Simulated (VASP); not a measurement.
Wanted: the native input for a VASP 6.6.1 run.

```yaml
Task: relaxation of cell and atoms
Functional: PBE
Potentials_or_basis: VASP PAW PBE potentials, release 64 (Rb_sv, Br)
Cutoff: 600 eV
k_mesh: 7 × 7 × 7
Occupations: fermi-dirac, width 0.05 eV
Spin: no spin polarisation
Dipole_correction: no
Further_INCAR_settings: ALGO = Normal; EDIFF = 1e-07; IBRION = 2; EDIFFG = -0.02; NSW = 80; ISIF = 3
```

The structure of RbBr lies in POSCAR:

```
RbBr
1.0
    4.1260773000      0.0000000000      0.0000000000
    0.0000000000      4.1260773000      0.0000000000
    0.0000000000      0.0000000000      4.1260773000
Rb Br
1 1
Direct
    0.0000000000      0.0000000000      0.0000000000
    0.5000000000      0.5000000000      0.5000000000
```

These files were run (other wordings do the same):

INCAR

```
PREC = Accurate
ENCUT = 600
EDIFF = 1E-7
ISMEAR = -1
SIGMA = 0.05
LREAL = False
LASPH = True
NELM = 100
ALGO = Normal
ISIF = 3
LWAVE = False
LCHARG = False
GGA = PE
IBRION = 2
NSW = 80
EDIFFG = -0.02
```

KPOINTS

```
Automatic mesh
0
Gamma
  7 7 7
```

Potentials or basis: VASP PAW PBE potentials, release 64 (Rb_sv, Br).

Launch:

```bash
$ cat potpaw_PBE.64/Rb_sv/POTCAR potpaw_PBE.64/Br/POTCAR > POTCAR
$ mpirun -np 1 vasp_std > vasp.out
```

Results of the run:

* Relaxed volume: 37.13 Å³/atom
* Relaxed cell: a = 4.203 Å, b = 4.203 Å, c = 4.203 Å, α = 90.00°, β = 90.00°, γ = 90.00°
* Space group after relaxing (to 0.1 Å): Pm-3m (No. 221)
* Energy gained by relaxing: 4.7 meV/atom
* Ionic steps: 3
* Pressure after relaxing: 0.0 GPa
* Band gap on the k mesh: 3.92 eV (least direct gap 4.05 eV)

Caveat: an odd mesh through Γ misses points on the zone boundary, where band edges can lie.

It took 92 s on 1 thread of Intel Xeon 8259CL, with other jobs on the host, peak memory 0.22 GiB.
